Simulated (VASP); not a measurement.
## Sb: electric field gradients with PBEsol

Sb:

```xyz
2
Lattice="2.0758 1.1532 3.6931 -2.2254 1.2177 3.7576 -0.0189 -2.5395 3.7812" Properties=species:S:1:pos:R:3 pbc="T T T"
Sb   -0.0394   -0.0394    2.6242
Sb   -0.1291   -0.1291    8.6078
```

This cell differs from its parent crystal: equal xy, yz and zx shear strains of -3 %.

```
Program                : VASP 6.6.1
Task                   : electric field gradients
Functional             : PBEsol
Potentials or basis    : VASP PAW PBE potentials, release 64 (Sb)
Cutoff                 : 520 eV
k mesh                 : 9 × 9 × 9
Occupations            : fermi-dirac, width 0.05 eV
Spin                   : no spin polarisation
Dipole correction      : no
Further INCAR settings : ALGO = Normal; EDIFF = 1e-08; NBANDS = 12
```

| Item | Value |
| --- | --- |
| Pressure | 0.7 GPa |
| Largest force | 0.269 eV/Å |
| Band gap on the k mesh | zero (bands 5 and 6 overlap by 0.11 eV) |
| Largest electric field gradient by atom | Sb -51.4 V/Å² |

Forces on the atoms (eV/Å):
```
Sb   0.082  0.149  0.209
Sb  -0.082 -0.149 -0.209
```

Stress tensor (GPa, compression positive):
```
-0.16  0.24  0.86
 0.24  1.80  1.85
 0.86  1.85  0.35
```

Levels at points of the mesh, in eV from the Fermi level:
```
           k point  band 2  band 3  band 4  band 5  band 6  band 7  band 8  band 9
(0.00, 0.00, 0.00)   -4.73   -2.14   -1.91   -1.49    2.08    2.54    2.97    4.92
```

Electric field gradients, principal values (V/Å²):
| atom | least | middle | greatest (by size) |
| --- | --- | --- | --- |
| 1 Sb | 19.280 | 32.099 | -51.379 |
| 2 Sb | 19.280 | 32.099 | -51.379 |

Wall time 120 s on 1 thread of Intel(R) Xeon(R) Platinum 8559C (Emerald Rapids) (shared host), peak memory 0.37 GiB.

Caveat: the cell differs from its parent crystal (equal xy, yz and zx shear strains of -3 %); without QUAD_EFG the Cq values of the log hold for a quadrupole moment of 1 mb, not for the nuclei; the PAW data sets were made with another functional, which shifts forces and pressure a little; spin-orbit coupling is left out, which moves the levels of the heavy elements.
